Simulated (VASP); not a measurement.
# GaN (kx) (Fm-3m) in VASP: vibrations by perturbation theory with LDA

Aim: the vibrations by perturbation theory of GaN (kx) with LDA.

Everything below comes from runs of VASP 6.6.1. Logs are shortened: lines on timing, memory, paths and dates and some standing lists are left out, and cuts for length are marked.

### 1 The cell of the first run

Symmetry: Fm-3m, No. 225, cubic system. Conventional cell: a = 4.270 Å, b = 4.270 Å, c = 4.270 Å, α = 90.00°, β = 90.00°, γ = 90.00°. Within 2.8 Å of Ga (site symmetry m-3m) lie 6 N at 2.14 Å. Within 2.8 Å of N (site symmetry m-3m) lie 6 Ga at 2.14 Å.

### 2 Vibrations by perturbation theory, LDA

Contents of INCAR:

```
PREC = Accurate ; ENCUT = 600
EDIFF = 1E-8 ; ISMEAR = 0
SIGMA = 0.01 ; LREAL = F
LASPH = T ; NELM = 120
ALGO = Normal ; ISIF = 2
LWAVE = F ; LCHARG = T
GGA = CA ; NBANDS = 16
IBRION = 8 ; NSW = 1
GGA_COMPAT = F
```

Contents of KPOINTS:

```
regular mesh
0
Gamma
  14 14 14
```

Contents of POSCAR:

```
GaN
1.0
    0.0000000000      2.1352350000      2.1352350000
    2.1352350000      0.0000000000      2.1352350000
    2.1352350000      2.1352350000      0.0000000000
Ga N
1 1
Direct
    0.0000000000      0.0000000000      0.0000000000
    0.5000000000      0.5000000000      0.5000000000
```

Potentials or basis: VASP PAW LDA potentials, release 64 (Ga_d, N).

Started as:

```bash
$ cat potpaw_LDA.64/Ga_d/POTCAR potpaw_LDA.64/N/POTCAR > POTCAR
$ mpirun -np 1 vasp_std > vasp.out
```

OUTCAR:

```text
PREC = Accurate
   ENCUT = 600
   EDIFF = 1E-8
   ISMEAR = 0
   LREAL = F
   LASPH = T
   NELM = 120
   ISIF = 2
   GGA = CA
   IBRION = 8
   NSW = 1

 ion  position               nearest neighbor table
   1  0.000  0.000  0.000-   2 2.14   2 2.14   2 2.14   2 2.14   2 2.14   2 2.14
   2  0.500  0.500  0.500-   1 2.14   1 2.14   1 2.14   1 2.14   1 2.14   1 2.14

  LATTYP: Found a face centered cubic cell.
 ALAT       =     4.2704700000

  Lattice vectors:

 A1 = (   0.0000000000,   2.1352350000,   2.1352350000)
 A2 = (   2.1352350000,   0.0000000000,   2.1352350000)
 A3 = (   2.1352350000,   2.1352350000,   0.0000000000)

Analysis of symmetry for initial positions (statically):
=====================================================================
 Subroutine PRICEL returns:
 Original cell was already a primitive cell.

 Routine SETGRP: Setting up the symmetry group for a
 face centered cubic supercell.

 Subroutine GETGRP returns: Found 48 space group operations
 (whereof 48 operations were pure point group operations)
 out of a pool of 48 trial point group operations.

The static configuration has the point symmetry O_h .

Analysis of symmetry for dynamics (positions and initial velocities):
=====================================================================
 Subroutine PRICEL returns:
 Original cell was already a primitive cell.

 Routine SETGRP: Setting up the symmetry group for a
 face centered cubic supercell.

 Subroutine GETGRP returns: Found 48 space group operations
 (whereof 48 operations were pure point group operations)
 out of a pool of 48 trial point group operations.

The dynamic configuration has the point symmetry O_h .

 Subroutine INISYM returns: Found 48 space group operations
 (whereof 48 operations are pure point group operations),
 and found     1 'primitive' translations

----------------------------------------------------------------------------------------

                                     Primitive cell

  volume of cell :      19.4700

  direct lattice vectors                    reciprocal lattice vectors
     0.000000000  2.135235000  2.135235000    -0.234166263  0.234166263  0.234166263
     2.135235000  0.000000000  2.135235000     0.234166263 -0.234166263  0.234166263
     2.135235000  2.135235000  0.000000000     0.234166263  0.234166263 -0.234166263

  length of vectors
     3.019678296  3.019678296  3.019678296     0.405587864  0.405587864  0.405587864

  position of ions in fractional coordinates (direct lattice)
     0.000000000  0.000000000  0.000000000
     0.500000000  0.500000000  0.500000000

  ion indices of the primitive-cell ions
   primitive index   ion index
                 1           1
                 2           2

----------------------------------------------------------------------------------------

 KPOINTS: regular mesh

Automatic generation of k-mesh.
 Grid dimensions read from file:
 generate k-points for:   14   14   14

 Generating k-lattice:

  Cartesian coordinates                     Fractional coordinates (reciprocal lattice)
    -0.016726162  0.016726162  0.016726162     0.071428571  0.000000000  0.000000000
     0.016726162 -0.016726162  0.016726162     0.000000000  0.071428571  0.000000000
     0.016726162  0.016726162 -0.016726162     0.000000000  0.000000000  0.071428571

  Length of vectors
     0.028970562  0.028970562  0.028970562

  Shift w.r.t. Gamma in fractional coordinates (k-lattice)
     0.000000000  0.000000000  0.000000000

 Subroutine IBZKPT returns following result:
 ===========================================

[... 72 lines left out ...]
   GGA     = CA    functional components
   LHFCALC =     F    Hartree Fock is set to
   AEXX    =    0.0000 exact exchange contribution
   IVDW    =     0    specifies the selected vdW correction
   LEPSILON=     F    determine dielectric tensor
   LRPA    =     F    only Hartree local field effects (RPA)
 non-spin polarized calculation
 Gauss-broadening in eV      SIGMA  =   0.01
  energy-cutoff  :      600.00
  volume of cell :       19.47
 maximum number of plane-waves:       663
   NGX = 13   NGY = 13   NGZ = 13

--------------------------------------- Ionic step        1  -------------------------------------------

 number of electron      18.0000005 magnetization

 Free energy of the ion-electron system (eV)
  ---------------------------------------------------
  ext. energy  EPLUGINS =         0.00000000
  ---------------------------------------------------
  free energy    TOTEN  =       -13.03896538 eV

  energy without entropy =      -13.03896538  energy(sigma->0) =      -13.03896538

 E-fermi :   7.4109     XC(G=0): -13.3026

 val. band max:        7.2933532514   @ k =  -0.2143   0.1429   0.0000
 cond. band min:       7.5144887326   @ k =   0.5000   0.5000   0.0000
 fundamental gap:      0.2211354812
 Fermi energy:         7.4109114001

 k-point     1 :       0.0000    0.0000    0.0000
  band No.  band energies     occupation
      1      -9.6007      2.00000
      2      -6.8147      2.00000
      3      -6.8147      2.00000
      4      -6.8147      2.00000
      5      -6.7250      2.00000
      6      -6.7250      2.00000
[... 433 lines left out ...]
      3      -6.8093      2.00000
      4      -6.7858      2.00000
      5      -6.6576      2.00000
      6      -6.6313      2.00000
[... 8 lines left out ...]
     15      26.5196      0.00000
     16      27.5935      0.00000

 [... further k-points ...]

------------------------ aborting loop because EDIFF is reached ----------------------------------------

  FORCE on cell =-STRESS in cart. coord.  units (eV):
  Direction    XX          YY          ZZ          XY          YZ          ZX
  --------------------------------------------------------------------------------------
  -------------------------------------------------------------------------------------
  Total       -1.5416412     -1.5416412     -1.5416412     -0.0000000      0.0000000     -0.0000000
  in kB     -126.8606257   -126.8606257   -126.8606257     -0.0000000      0.0000000     -0.0000000
  external PRESSURE =    -126.8606257 kB  Pullay stress =       0.0000000 kB

 VOLUME and BASIS-vectors are now :
 -----------------------------------------------------------------------------
  energy-cutoff  :      600.00
  volume of cell :       19.47
      direct lattice vectors                 reciprocal lattice vectors
     0.000000000  2.135235000  2.135235000    -0.234166263  0.234166263  0.234166263
     2.135235000  0.000000000  2.135235000     0.234166263 -0.234166263  0.234166263
     2.135235000  2.135235000  0.000000000     0.234166263  0.234166263 -0.234166263

 POSITION                                       TOTAL-FORCE (eV/Angst)
 -----------------------------------------------------------------------------------
      0.00000      0.00000      0.00000        -0.000000     -0.000000     -0.000000
      2.13524      2.13524      2.13524         0.000000      0.000000      0.000000
 -----------------------------------------------------------------------------------
    total drift:                                0.000000     -0.000000     -0.000000

  FREE ENERGIE OF THE ION-ELECTRON SYSTEM (eV)
  ---------------------------------------------------
  free  energy   TOTEN  =       -13.0389653765 eV

  energy  without entropy=      -13.0389653765  energy(sigma->0) =      -13.03896538

[... ionic steps 2 to 3 ...]

--------------------------------------- Ionic step        4  -------------------------------------------

------------------------ aborting loop because EDIFF is reached ----------------------------------------

[... ionic steps 5 to 6 ...]

--------------------------------------- Ionic step        7  -------------------------------------------

 Free energy of the ion-electron system (eV)
  ---------------------------------------------------
  ---------------------------------------------------
  free energy    TOTEN  =        -0.22667606 eV

  energy without entropy =       -0.22667606

------------------------ aborting loop because EDIFF is reached ----------------------------------------

 INTERNAL STRAIN TENSOR  FOR ION    2  DIRECTION 1   (eV/Angst):
 -----------------------------------------------------------------------------
    -0.09733  0.00000  0.00000
     0.00000  0.01659  0.00000
    -0.00000  0.00000  0.01659

 INTERNAL STRAIN TENSOR FOR ION    2 for displacements in x,y,z  (eV/Angst):
          X           Y           Z          XY          YZ          ZX
  --------------------------------------------------------------------------------
  x     0.00000     0.00000     0.00000     0.00000     0.00000     0.00000
  y     0.00000     0.00000     0.00000     0.00000     0.00000     0.00000
  z     0.00000     0.00000     0.00000     0.00000     0.00000     0.00000

 SECOND DERIVATIVES (NOT SYMMETRIZED)
 ------------------------------------
               1X          1Y          1Z          2X          2Y          2Z
  1X    -1.280304    0.000000    0.000000    1.280304    0.000000    0.000000
  1Y     0.000000   -1.280304    0.000000    0.000000    1.280304    0.000000
  1Z     0.000000    0.000000   -1.280304    0.000000    0.000000    1.280304
  2X     1.259117    0.000000    0.000000   -1.259117    0.000000    0.000000
  2Y     0.000000    1.259117    0.000000    0.000000   -1.259117    0.000000
  2Z     0.000000    0.000000    1.259117    0.000000    0.000000   -1.259117

 Eigenvectors and eigenvalues of the dynamical matrix
 ----------------------------------------------------

   1 f  =    5.144622 THz    32.324612 2PiTHz  171.606109 cm-1    21.276436 meV
             X         Y         Z           dx          dy          dz
      0.000000  0.000000  0.000000     0.400682    0.095000   -0.000000
      2.135235  2.135235  2.135235    -0.886697   -0.210232   -0.000000
[... 21 lines left out ...]
   6 f/i=    0.016108 THz     0.101207 2PiTHz    0.537293 cm-1     0.066616 meV
             X         Y         Z           dx          dy          dz
      0.000000  0.000000  0.000000    -0.502138    0.729440   -0.214949
      2.135235  2.135235  2.135235    -0.226907    0.329621   -0.097131

--------------------------------------------------------------------------------------------------------

 ELASTIC MODULI CONTR FROM IONIC RELAXATION (kBar)
 Direction    XX          YY          ZZ          XY          YZ          ZX
 --------------------------------------------------------------------------------
 XX           0.0000      0.0000      0.0000      0.0000      0.0000      0.0000
 YY           0.0000      0.0000      0.0000      0.0000      0.0000      0.0000
 ZZ           0.0000      0.0000      0.0000      0.0000      0.0000      0.0000
 XY           0.0000      0.0000      0.0000      0.0000      0.0000      0.0000
 YZ           0.0000      0.0000      0.0000      0.0000      0.0000      0.0000
 ZX           0.0000      0.0000      0.0000      0.0000      0.0000      0.0000
 --------------------------------------------------------------------------------
```

It took 72 s on 1 thread of Intel Xeon 6975P-C (Granite Rapids), shared host; peak memory 0.33 GiB.

Results:

| Item | Value |
| --- | --- |
| Highest phonon frequency at Γ, LO-TO splitting left out | 172 cm⁻¹ |

Phonon frequencies in cm⁻¹ (negative: imaginary):
```tsv
q point	frequencies
(0.000, 0.000, 0.000)	-1 -1 -1 172 172 172
```

Caveat: the cell wasn't relaxed at this level first, which shifts response properties.
